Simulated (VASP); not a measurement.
A run of VASP 6.6.1:

Contents of POSCAR:

```
Sb
1.0
   -1.8713408863      1.8713408863      1.8713408863
    1.8713408863     -1.8713408863      1.8713408863
    1.8713408863      1.8713408863     -1.8713408863
Sb
1
Direct
    0.0000000000      0.0000000000      0.0000000000
```

INCAR.step1

```
ALGO     = Normal         # electronic algorithm
EDIFF    = 1E-5           # SCF threshold, eV
ENCUT    = 520            # plane-wave cutoff, eV
GGA      = PE             # functional
ISIF     = 2              # what is computed and relaxed
ISMEAR   = -1             # smearing method
LASPH    = T              # aspherical terms in the spheres
LREAL    = F              # projectors in reciprocal space
LWAVE    = T              # write WAVECAR
NBANDS   = 8              # bands
NELM     = 80             # most SCF steps
PREC     = Accurate       # precision mode
SIGMA    = 0.05           # smearing width, eV
```

INCAR.step2

```
AEXX     = 0.35           # exact-exchange fraction
ALGO     = Normal         # electronic algorithm
EDIFF    = 1E-6           # SCF threshold, eV
ENCUT    = 520            # plane-wave cutoff, eV
GGA      = PE             # functional
HFSCREEN = 0.2078699      # screening, 1/A
ISIF     = 2              # what is computed and relaxed
ISMEAR   = -1             # smearing method
ISTART   = 1            
LASPH    = T              # aspherical terms in the spheres
LCHARG   = T              # write CHGCAR
LELF     = T              # ELF
LHFCALC  = T              # exact exchange
LREAL    = F              # projectors in reciprocal space
LVHAR    = T            
LWAVE    = F              # write WAVECAR
NBANDS   = 8              # bands
NELM     = 80             # most SCF steps
PREC     = Accurate       # precision mode
PRECFOCK = Normal       
SIGMA    = 0.05           # smearing width, eV
```

Contents of KPOINTS:

```
k-points
0
Gamma
  6 6 6
```

Potentials or basis: VASP PAW PBE potentials, release 64 (Sb).

The run is started by

```console
$ cat potpaw_PBE.64/Sb/POTCAR > POTCAR
$ cp INCAR.step1 INCAR
$ mpirun -np 1 vasp_std > vasp.out
$ cp INCAR.step2 INCAR
$ mpirun -np 1 vasp_std > vasp.out
```

Hardware: 1 thread of AMD EPYC 7R43 64-Core Processor (Zen 3) (shared host).

How long does it take, and how much memory?

Wall time 6.5 min on 1 thread of AMD EPYC 7R43 64-Core Processor (Zen 3), with other jobs on the host, peak memory 0.21 GiB. Counts: k points 16.
